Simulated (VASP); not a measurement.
Write the native input for VASP 6.6.1 that does the following.

```yaml
Task: single point
Functional: LDA
Potentials_or_basis: VASP PAW LDA potentials, release 64 (W_sv, S)
Cutoff: 500 eV
k_mesh: 6 × 6 × 1
Occupations: methfessel-paxton, width 0.1 eV
Spin: no spin polarisation
Dipole_correction: no
Further_INCAR_settings: ALGO = Normal; EDIFF = 1e-06; NBANDS = 20
```

The structure of WS2 lies in POSCAR:

```
WS2
1.0
    3.1835200000      0.0000000000      0.0000000000
   -1.5917600000      2.7570100000      0.0000000000
    0.0000000000      0.0000000000     16.9505800000
W S
1 2
Direct
    0.3379930330      0.6544920432     -0.0006272296
    0.6621723256      0.3001467480      0.9062794174
    0.7051604611      0.3410737490      0.0925250018
```

These files were run (other wordings do the same):

INCAR

```
ALGO = Normal
EDIFF = 1E-6
ENCUT = 500
GGA_COMPAT = False
ISIF = 2
ISMEAR = 1
LASPH = True
LCHARG = False
LREAL = False
LWAVE = False
NBANDS = 20
NELM = 120
PREC = Accurate
SIGMA = 0.1
```

KPOINTS

```
k-points
0
Gamma
  6 6 1
```

Potentials or basis: VASP PAW LDA potentials, release 64 (W_sv, S).

Launch:

```bash
$ cat potpaw_LDA.64/W_sv/POTCAR potpaw_LDA.64/S/POTCAR > POTCAR
$ mpirun -np 1 vasp_std > vasp.out
```

Results of the run:

```yaml
Largest_force: 1.129 eV/Å
Band_gap_on_the_k_mesh: 1.82 eV, direct
```

Caveat: spin-orbit coupling is left out, which moves the levels of the heavy elements.

Wall time 62 s on 1 thread of Intel(R) Xeon(R) Platinum 8259CL CPU @ 2.50GHz (Skylake/Cascade Lake), with other jobs on the host, peak memory 0.22 GiB.
